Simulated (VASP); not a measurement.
# CdS (Greenockite) (P6_3mc) in VASP: a series of runs, part 2 of 2

VASP 6.6.1.

## 5. Single point, PBE, non-collinear spin, zero start, spin-orbit coupling

INCAR

```
SYSTEM = CdS
PREC = Accurate ; ENCUT = 520
EDIFF = 1E-6 ; ISMEAR = 0
SIGMA = 0.02 ; LREAL = .False.
LASPH = .True. ; NELM = 150
ALGO = Normal ; ISIF = 2
LWAVE = .False. ; LCHARG = .False.
LNONCOLLINEAR = .True. ; MAGMOM = 0 0 0 0 0 0 0 0 0 0 0 0
LORBIT = 11 ; LSORBIT = .True.
GGA_COMPAT = .False. ; LORBMOM = .True.
GGA = PE ; NBANDS = 50
```

KPOINTS

```
Automatic mesh
0
Gamma
  9 9 4
  0 0 0
```

POSCAR

```
CdS
1.0
    4.1965610361      0.0000000000      0.0000000000
   -2.0982805180      3.6343284658      0.0000000000
    0.0000000000      0.0000000000      6.8288413438
Cd S
2 2
Direct
    0.3333333333      0.6666666667     -0.0007922000
    0.6666666667      0.3333333333      0.4992078000
    0.3333333333      0.6666666667      0.3757922000
    0.6666666667      0.3333333333      0.8757922000
```

Potentials or basis: VASP PAW PBE potentials, release 64 (Cd, S).

Launch:

```bash
$ cat potpaw_PBE.64/Cd/POTCAR potpaw_PBE.64/S/POTCAR > POTCAR
$ mpirun -np 1 vasp_ncl > vasp.out
```

OUTCAR:

```text
SYSTEM = CdS
   PREC = Accurate
   ENCUT = 520
   EDIFF = 1E-6
   ISMEAR = 0
   LREAL = .False.
   LASPH = .True.
   NELM = 150
   ISIF = 2
   LNONCOLLINEAR = .True.
   LORBIT = 11
   LSORBIT = .True.
   GGA = PE

 ion  position               nearest neighbor table
   1  0.333  0.667  0.999-   4 2.57   4 2.57   4 2.57   3 2.57
   2  0.667  0.333  0.499-   3 2.57   3 2.57   3 2.57   4 2.57
   3  0.333  0.667  0.376-   2 2.57   2 2.57   2 2.57   1 2.57
   4  0.667  0.333  0.876-   1 2.57   1 2.57   1 2.57   2 2.57

  LATTYP: Found a hexagonal cell.
 ALAT       =     4.1965610361
 C/A-ratio  =     1.6272469970

  Lattice vectors:

 A1 = (   4.1965610361,   0.0000000000,   0.0000000000)
 A2 = (  -2.0982805180,   3.6343284658,   0.0000000000)
 A3 = (   0.0000000000,   0.0000000000,   6.8288413438)

Analysis of symmetry for initial positions (statically):
=====================================================================
 Subroutine PRICEL returns:
 Original cell was already a primitive cell.

 Routine SETGRP: Setting up the symmetry group for a
 hexagonal supercell.

 Subroutine GETGRP returns: Found 12 space group operations
 (whereof  6 operations were pure point group operations)
 out of a pool of 24 trial point group operations.
[... 1507 lines left out ...]
     0.0000000     0.0000000     0.0000000     0.0000000     0.0000000     0.0000000     0.0000000
     0.0000000     0.0000000     0.0000000     0.0000000     0.0000000     0.0000000     0.0000000
[... 49 lines left out ...]
 l=   2
     0.0000000     0.0000000     0.0000000     0.0000000     0.0000000
     0.0000000     0.0000000     0.0000000     0.0000000     0.0000000
     0.0000000     0.0000000     0.0000000     0.0000000     0.0000000
     0.0000000     0.0000000     0.0000000     0.0000000     0.0000000
     0.0000000     0.0000000     0.0000000     0.0000000     0.0000000
 l=   3
     0.0000000     0.0000000     0.0000000     0.0000000     0.0000000     0.0000000     0.0000000
     0.0000000     0.0000000     0.0000000     0.0000000     0.0000000     0.0000000     0.0000000
     0.0000000     0.0000000     0.0000000     0.0000000     0.0000000     0.0000000     0.0000000
     0.0000000     0.0000000     0.0000000     0.0000000     0.0000000     0.0000000     0.0000000
     0.0000000     0.0000000     0.0000000     0.0000000     0.0000000     0.0000000     0.0000000
     0.0000000     0.0000000     0.0000000     0.0000000     0.0000000     0.0000000     0.0000000
     0.0000000     0.0000000     0.0000000     0.0000000     0.0000000     0.0000000     0.0000000

 total charge

# of ion       s       p       d       tot
------------------------------------------
    1        0.416   0.299   9.565  10.280
    2        0.416   0.299   9.565  10.280
    3        1.325   2.383   0.000   3.708
    4        1.325   2.383   0.000   3.708
--------------------------------------------------
tot          3.482   5.365  19.129  27.976

 magnetization (x)

# of ion       s       p       d       tot
------------------------------------------
    1       -0.000   0.000   0.000   0.000
    2        0.000   0.000  -0.000   0.000
    3       -0.000   0.000   0.000  -0.000
    4        0.000   0.000   0.000   0.000
--------------------------------------------------
tot         -0.000   0.000   0.000   0.000

 magnetization (y)

# of ion       s       p       d       tot
------------------------------------------
    1        0.000   0.000   0.000   0.000
    2        0.000   0.000   0.000   0.000
    3        0.000   0.000   0.000   0.000
    4        0.000   0.000   0.000   0.000
--------------------------------------------------
tot          0.000   0.000   0.000   0.000

 magnetization (z)

# of ion       s       p       d       tot
------------------------------------------
    1        0.000   0.000  -0.000   0.000
    2        0.000   0.000  -0.000  -0.000
    3        0.000  -0.000   0.000  -0.000
    4        0.000  -0.000   0.000  -0.000
--------------------------------------------------
tot          0.000  -0.000  -0.000  -0.000
```

OSZICAR:

```text
N       E                     dE             d eps       ncg     rms          rms(c)
DAV:   1     0.256993641318E+03    0.25699E+03   -0.17292E+04  4808   0.132E+03
DAV:   2     0.315248742215E+01   -0.25384E+03   -0.24457E+03  5376   0.336E+02
DAV:   3    -0.132276174259E+02   -0.16380E+02   -0.16258E+02  5616   0.838E+01
DAV:   4    -0.134534446431E+02   -0.22583E+00   -0.22549E+00  5544   0.939E+00
DAV:   5    -0.134574446734E+02   -0.40000E-02   -0.39994E-02  5708   0.124E+00    0.105E+01
DAV:   6    -0.123725239777E+02    0.10849E+01   -0.19366E+00  5812   0.146E+01    0.837E+00
DAV:   7    -0.123613160255E+02    0.11208E-01   -0.77247E-01  5206   0.485E+00    0.404E+00
DAV:   8    -0.123586067775E+02    0.27092E-02   -0.93569E-02  5266   0.306E+00    0.684E-01
DAV:   9    -0.123564494507E+02    0.21573E-02   -0.11960E-02  5590   0.135E+00    0.335E-01
DAV:  10    -0.123568380617E+02   -0.38861E-03   -0.17215E-03  5248   0.251E-01    0.105E-01
DAV:  11    -0.123570933104E+02   -0.25525E-03   -0.72466E-04  5270   0.271E-01    0.729E-02
DAV:  12    -0.123571328386E+02   -0.39528E-04   -0.22831E-04  5052   0.123E-01    0.226E-02
DAV:  13    -0.123571340854E+02   -0.12468E-05   -0.12568E-05  5694   0.248E-02    0.145E-02
DAV:  14    -0.123571353732E+02   -0.12879E-05   -0.33387E-06  4056   0.123E-02    0.711E-03
DAV:  15    -0.123571354396E+02   -0.66317E-07   -0.68201E-07  3996   0.739E-03
   1 F= -.12357135E+02 E0= -.12357135E+02  d E =-.409795E-11  mag=    -0.0000    -0.0000    -0.0000
```

stdout:

```text
POSCAR found type information on POSCAR CdS
 POSCAR found :  2 types and       4 ions
 scaLAPACK will be used
 LDA part: xc-table for (Slater+PW92), standard interpolation
 POSCAR, INCAR and KPOINTS ok, starting setup
 FFT: planning ... GRIDC
 FFT: planning ... GRID_SOFT
 FFT: planning ... GRID
 WAVECAR not read
 entering main loop
```

Wall time 5.8 min (1 thread of Intel Xeon 6975P-C (Granite Rapids), shared host); peak memory 0.62 GiB.

Results:

```yaml
Free_energy: -12.3571 eV
Pressure: 0.3 GPa
Net_moment: 0.00 μB per cell
Valence_electrons_inside_the_program's_atomic_spheres: Cd 10.28; S 3.71
```

Moments on the atoms (μB; x, y, z):
```
Cd  0.00 0.00 0.00
Cd  0.00 0.00 0.00
S   0.00 0.00 0.00
S   0.00 0.00 0.00
```

## 6. Single point, PBE (volume scaled by 0.88, then relaxed in part)

INCAR

```
  ALGO = Normal
  EDIFF = 1E-6
  ENCUT = 520
  GGA = PE
  ISIF = 2
  ISMEAR = 0
  LASPH = T
  LCHARG = T
  LELF = T
  LREAL = F
  LVHAR = T
  LWAVE = F
  NBANDS = 26
  NELM = 60
  PREC = Accurate
  SIGMA = 0.02
```

KPOINTS

```
k-points
0
Gamma
  9 9 4
```

POSCAR

```
CdS
1.0
    4.0205685144      0.0000000000      0.0000000000
   -2.0102842572      3.4819144711      0.0000000000
    0.0000000000      0.0000000000      6.5469925735
Cd S
2 2
Direct
    0.3333333333      0.6666666667     -0.0006487973
    0.6666666667      0.3333333333      0.4993512027
    0.3333333333      0.6666666667      0.3756487973
    0.6666666667      0.3333333333      0.8756487973
```

Potentials or basis: VASP PAW PBE potentials, release 64 (Cd, S).

Launch:

```bash
$ cat potpaw_PBE.64/Cd/POTCAR potpaw_PBE.64/S/POTCAR > POTCAR
$ mpirun -np 1 vasp_std > vasp.out
```

It took 49 s on 1 thread of Intel Xeon Platinum 8488C (Sapphire Rapids), shared host; peak memory 0.23 GiB.

The run converged. Its results:

```yaml
Free_energy: -11.9517 eV
Pressure: 9.6 GPa
Largest_force: 0.008 eV/Å
Band_gap_on_the_k_mesh: 1.41 eV, direct
```

Forces on the atoms (eV/Å):
```
Cd   0.000  0.000  0.008
Cd   0.000  0.000  0.008
S    0.000  0.000 -0.008
S    0.000  0.000 -0.008
```

Levels at points of the mesh, in eV from the valence-band top:
```csv
k point,band 14,band 15,band 16,band 17,band 18,band 19,band 20,band 21,band 22,band 23
"(0.00, 0.00, 0.00)",-0.88,-0.88,-0.06,0.00,0.00,1.41,2.90,6.45,6.45,6.75
"(0.00, 0.00, 0.50)",-2.67,-0.46,-0.46,-0.46,-0.46,3.03,3.03,6.27,6.27,6.82
```

## 7. Overview

```csv
task,spin,cell,cutoff (eV),gap on the mesh (eV),pressure (GPa),largest force (eV/Å)
single point,off,"a = 4.197, b = 4.197, c = 6.829 Å, angles 90.0, 90.0, 120.0°, 4 atoms",520,1.11,0.3,-
relaxation of cell and atoms,off,"relaxed from a = 4.150, b = 4.150, c = 6.737 Å, angles 90.0, 90.0, 120.0°, 4 atoms",600,1.10,0.0,-
single point,off,"a = 4.067, b = 4.067, c = 6.618 Å, angles 90.0, 90.0, 120.0°, 4 atoms",520,1.34,6.7,0.01
single point,"non-collinear, zero start, SOC","a = 4.197, b = 4.197, c = 6.829 Å, angles 90.0, 90.0, 120.0°, 4 atoms",520,-,0.3,-
single point,off,"a = 4.021, b = 4.021, c = 6.547 Å, angles 90.0, 90.0, 120.0°, 4 atoms",520,1.41,9.6,0.01
```

Alike in all rows: level PBE; potentials or basis VASP PAW PBE potentials, release 64 (Cd, S); k mesh 9 × 9 × 4; smearing gaussian 0.02 eV.

Total energies depend on the potentials used, so only differences within one code and one set of settings carry meaning.

## 8. How close it comes

Step 2. Against the measured gap of CdS, 2.5809 eV (quoted in “Isotope dependence of band-gap energy”, 2008, arxiv:0807.2152), the calculated 1.11 eV is off by -1.47 eV. So large a miss can be the level of theory's own, or it may mean another phase, state or a wrong row. Spin-orbit coupling on Cd is left out. The value is that of PBE, without temperature or zero-point motion. Semilocal functionals fall short of measured gaps as a rule.
